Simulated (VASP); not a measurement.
A run of VASP 6.6.1:

The input INCAR:

```
SYSTEM = MgB2
PREC     = Accurate       ! precision mode
ENCUT    = 520            ! plane-wave cutoff, eV
EDIFF    = 1E-7           ! SCF threshold, eV
ISMEAR   = 0              ! smearing method
SIGMA    = 0.1            ! smearing width, eV
LREAL    = .FALSE.        ! projectors in reciprocal space
LASPH    = .TRUE.         ! aspherical terms in the spheres
NELM     = 100            ! most SCF steps
ALGO     = Normal         ! electronic algorithm
ISIF     = 2              ! what is computed and relaxed
LWAVE    = .FALSE.        ! write WAVECAR
LCHARG   = .FALSE.        ! write CHGCAR
GGA      = PS             ! functional
NBANDS   = 11             ! bands
```

Contents of KPOINTS:

```
regular mesh
0
G
  15 15 12
  0 0 0
```

File POSCAR:

```
MgB2
1.0
    3.0618843421      0.0000000000      0.0000000000
   -1.5309421711      2.6516696237      0.0000000000
    0.0000000000      0.0000000000      3.5044716548
Mg B
1 2
Direct
    0.0000000000      0.0000000000      0.0000000000
    0.3333333333      0.6666666667      0.5000000000
    0.6666666667      0.3333333333      0.5000000000
```

Potentials or basis: VASP PAW PBE potentials, release 64 (Mg, B).

Launch:

```bash
$ cat potpaw_PBE.64/Mg/POTCAR potpaw_PBE.64/B/POTCAR > POTCAR
$ mpirun -np 1 vasp_std > vasp.out
```

Hardware: 1 thread of Intel(R) Xeon(R) Platinum 8259CL CPU @ 2.50GHz (Skylake/Cascade Lake), on a shared host.

Q: How long does it take, and how much memory?

A: It took 33 s on 1 thread of Intel(R) Xeon(R) Platinum 8259CL CPU @ 2.50GHz (Skylake/Cascade Lake), on a shared host, peak memory 0.19 GiB. Counts: scf iterations 13, k points 189.
